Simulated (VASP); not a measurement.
Ge: single point with LDA

The system is Ge.

```xyz
4
Lattice="3.9298 0.0000 0.0000 -1.9649 3.4033 0.0000 0.0000 0.0000 6.4875" Properties=species:S:1:pos:R:3 pbc="T T T"
Ge    1.9649    1.1344    0.4081
Ge    0.0000    2.2689    3.6518
Ge    1.9649    1.1344    2.8357
Ge    0.0000    2.2689    6.0794
```

* Program: VASP 6.6.1
* Task: single point
* Functional: LDA
* Potentials or basis: VASP PAW LDA potentials, release 64 (Ge_d)
* Cutoff: 520 eV
* k mesh: 7 × 7 × 4
* Occupations: gaussian, width 0.1 eV
* Spin: no spin polarisation
* Dipole correction: no
* Further INCAR settings: ALGO = Normal; EDIFF = 1e-06; NBANDS = 36

* Pressure: 1.8 GPa
* Largest force: 0.010 eV/Å
* Band gap on the k mesh: zero (filled and empty bands touch)

Forces on the atoms (eV/Å):
```
Ge   0.000  0.000  0.010
Ge   0.000  0.000  0.010
Ge   0.000  0.000 -0.010
Ge   0.000  0.000 -0.010
```

Stress tensor (GPa, compression positive):
```
2.02 0.00 0.00
0.00 2.02 0.00
0.00 0.00 1.50
```

Levels at points of the mesh, in eV from the Fermi level:
| k point | band 24 | band 25 | band 26 | band 27 | band 28 | band 29 | band 30 | band 31 | band 32 | band 33 |
| --- | --- | --- | --- | --- | --- | --- | --- | --- | --- | --- |
| (0.00, 0.00, 0.00) | -1.66 | -1.66 | -0.27 | -0.15 | 0.03 | 0.03 | 0.21 | 2.14 | 2.14 | 2.67 |
| (0.00, 0.00, 0.50) | -5.02 | -1.00 | -1.00 | -1.00 | -1.00 | 0.66 | 0.66 | 3.29 | 3.29 | 3.29 |

Run time: 40 s on 1 thread of Intel(R) Xeon(R) 6975P-C (Granite Rapids), with other jobs on the host, peak memory 0.19 GiB.
